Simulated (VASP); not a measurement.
Set up this calculation in VASP 6.6.1, as the native input.

| Quantity | Value |
| --- | --- |
| Task | single point |
| Functional | PBEsol |
| Potentials or basis | VASP PAW PBE potentials, release 64 (Al, Cu_sv_GW, F, H) |
| Cutoff | 610 eV |
| k mesh | 7 × 7 × 1 |
| Occupations | gaussian, width 0.1 eV |
| Spin | no spin polarisation |
| Dipole correction | yes |
| Further INCAR settings | ALGO = Normal; EDIFF = 1e-06; NBANDS = 63; NELMDL = -8 |

The structure of Al6Cu4HF lies in POSCAR:

```
Al6Cu4HF
1.0
    4.8278486177      0.0000000000      0.0000000000
   -2.4139243088      4.2377626288      0.0000000000
    0.0000000000      0.0000000000     25.3248846054
Al Cu F H
6 4 1 1
Direct
    0.7500000000      0.5000000000      0.3356382520
    0.2500000000      0.5000000000      0.3963343618
    0.9107326843      0.8211626705      0.4488295855
    0.5910416410      0.1814837277      0.4484756973
    0.2535884924      0.5060311463      0.5074613023
    0.7491628429      0.4969700678      0.5578614886
    0.7500000000      0.0000000000      0.3659863068
    0.2500000000      0.0000000000      0.3659863068
    0.2522614095      0.0050242392      0.5326567289
    0.7538537488      0.0050728875      0.5327100278
    0.8404534291      0.6838634842      0.6360676501
    0.9390892986      0.8885324954      0.6173121221
```

The input as run:

INCAR

```
SYSTEM = Al6Cu4HF
ALGO = Normal
DIPOL = 0.5 0.5 0.479
EDIFF = 1E-6
ENCUT = 610
GGA = PS
GGA_COMPAT = .FALSE.
IDIPOL = 3
ISIF = 2
ISMEAR = 0
LASPH = .TRUE.
LCHARG = .FALSE.
LDIPOL = .TRUE.
LREAL = .FALSE.
LWAVE = .FALSE.
NBANDS = 63
NELM = 120
NELMDL = -8
PREC = Accurate
SIGMA = 0.1
```

KPOINTS

```
k-points
0
G
  7 7 1
  0 0 0
```

Potentials or basis: VASP PAW PBE potentials, release 64 (Al, Cu_sv_GW, F, H).

Run with:

```console
$ cat potpaw_PBE.64/Al/POTCAR potpaw_PBE.64/Cu_sv_GW/POTCAR potpaw_PBE.64/F/POTCAR potpaw_PBE.64/H/POTCAR > POTCAR
$ mpirun -np 1 vasp_std > vasp.out
```

Results of the run:

```
Largest force          : 0.572 eV/Å
Band gap on the k mesh : zero (bands 51 and 52 overlap by 1.13 eV)
```

Caveat: the PAW data sets were made with another functional, which shifts forces and pressure a little.

Run time: 35 min on 1 thread of Intel(R) Xeon(R) 6975P-C (Granite Rapids), on a shared host, peak memory 1.3 GiB.
